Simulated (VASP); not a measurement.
Write the native input for VASP 6.6.1 that does the following.

| Item | Value |
| --- | --- |
| Task | single point |
| Functional | PBE |
| Potentials or basis | VASP PAW PBE potentials, release 64 (W_sv, Se) |
| Cutoff | 520 eV |
| k mesh | 9 × 9 × 1 |
| Occupations | gaussian, width 0.05 eV |
| Spin | no spin polarisation |
| Dipole correction | yes |
| Further INCAR settings | ALGO = Normal; EDIFF = 1e-06; NBANDS = 57 |

The structure of W2Se3 lies in POSCAR:

```
W2Se3
1.0
    3.2706140675      0.0000000000      0.0000000000
   -1.6353070337      2.8324348684      0.0000000000
    0.0000000000      0.0000000000     45.5860756071
W Se
4 6
Direct
    0.3333333333      0.6666666667      0.1645239232
    0.6666666667      0.3333333333      0.3093617779
    0.3333333333      0.6666666667      0.6906382221
    0.6666666667      0.3333333333      0.8354760768
    0.6666666667      0.3333333333      0.2012537239
    0.3333333333      0.6666666667      0.2726319771
    0.3333333333      0.6666666667      0.3460407798
    0.6666666667      0.3333333333      0.6539592202
    0.6666666667      0.3333333333      0.7273680229
    0.3333333333      0.6666666667      0.7987462761
```

One way to write it, as run:

INCAR

```
SYSTEM = W2Se3
ALGO = Normal
DIPOL = 0.5 0.5 0.500
EDIFF = 1E-6
ENCUT = 520
GGA = PE
IDIPOL = 3
ISIF = 2
ISMEAR = 0
LASPH = .TRUE.
LCHARG = .FALSE.
LDIPOL = .TRUE.
LREAL = .FALSE.
LWAVE = .FALSE.
NBANDS = 57
NELM = 60
PREC = Accurate
SIGMA = 0.05
```

KPOINTS

```
k-points
0
G
  9 9 1
  0 0 0
```

Potentials or basis: VASP PAW PBE potentials, release 64 (W_sv, Se).

Command:

```console
$ cat potpaw_PBE.64/W_sv/POTCAR potpaw_PBE.64/Se/POTCAR > POTCAR
$ mpirun -np 1 vasp_std > vasp.out
```

Results of the run:

The largest force is 0.487 eV/Å. The band gap on the k mesh is 0.34 eV (least direct gap 0.53 eV).

Caveat: spin-orbit coupling is left out, which moves the levels of the heavy elements.

Run time: 11 min on 1 thread of Oxide Virtual Turin-like Processor, on a shared host, peak memory 0.56 GiB.
